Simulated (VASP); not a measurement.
## Zn4C: single point with PBE

The system is Zn4C.

```
CELL_PARAMETERS angstrom
4.44255 0.00000 0.00000
0.00000 4.44255 0.00000
0.00000 0.00000 4.44255
ATOMIC_POSITIONS crystal
Zn 0.24378 0.75622 0.75622
Zn 0.75622 0.24378 0.75622
Zn 0.75622 0.75622 0.24378
Zn 0.24378 0.24378 0.24378
C 0.00000 0.00000 0.00000
```

| Item | Value |
| --- | --- |
| Program | VASP 6.6.1 |
| Task | single point |
| Functional | PBE |
| Potentials or basis | VASP PAW PBE potentials, release 64 (Zn, C) |
| Cutoff | 520 eV |
| k mesh | 4 × 4 × 4 |
| Occupations | gaussian, width 0.1 eV |
| Spin | no spin polarisation |

| Quantity | Value |
| --- | --- |
| Pressure | 1.4 GPa |
| Largest force | 2.242 eV/Å |
| Band gap on the k mesh | zero (band 26 reaches 2.44 eV, above the bottom of band 27 at -0.08 eV) |

Forces on the atoms (eV/Å):
```
Zn   1.295 -1.295 -1.295
Zn  -1.295  1.295 -1.295
Zn  -1.295 -1.295  1.295
Zn   1.295  1.295  1.295
C    0.000  0.000  0.000
```

Levels at points of the mesh, in eV from the Fermi level:
| k point | band 22 | band 23 | band 24 | band 25 | band 26 | band 27 | band 28 | band 29 | band 30 | band 31 |
| --- | --- | --- | --- | --- | --- | --- | --- | --- | --- | --- |
| (0.00, 0.00, 0.00) | -4.52 | -2.58 | -2.58 | -2.58 | -0.45 | -0.45 | 2.76 | 2.76 | 2.76 | 5.95 |
| (0.50, 0.00, 0.00) | -6.18 | -2.40 | -2.40 | -2.07 | -1.11 | 1.67 | 2.04 | 2.20 | 2.20 | 5.51 |
| (0.50, 0.50, 0.00) | -5.07 | -5.07 | -3.69 | -2.03 | 0.70 | 1.06 | 1.06 | 3.76 | 3.76 | 4.08 |
| (0.50, 0.50, 0.50) | -4.10 | -4.10 | -4.10 | -1.82 | -1.82 | -1.82 | -1.58 | 4.03 | 4.03 | 4.03 |

Run time: 19 s on 1 thread of AMD EPYC 9R45 96-Core Processor (Zen 5), with other jobs on the host, peak memory 0.17 GiB.

Caveat: forces of over 1 eV/Å act on the atoms, so gaps and moduli don't describe the material at rest.
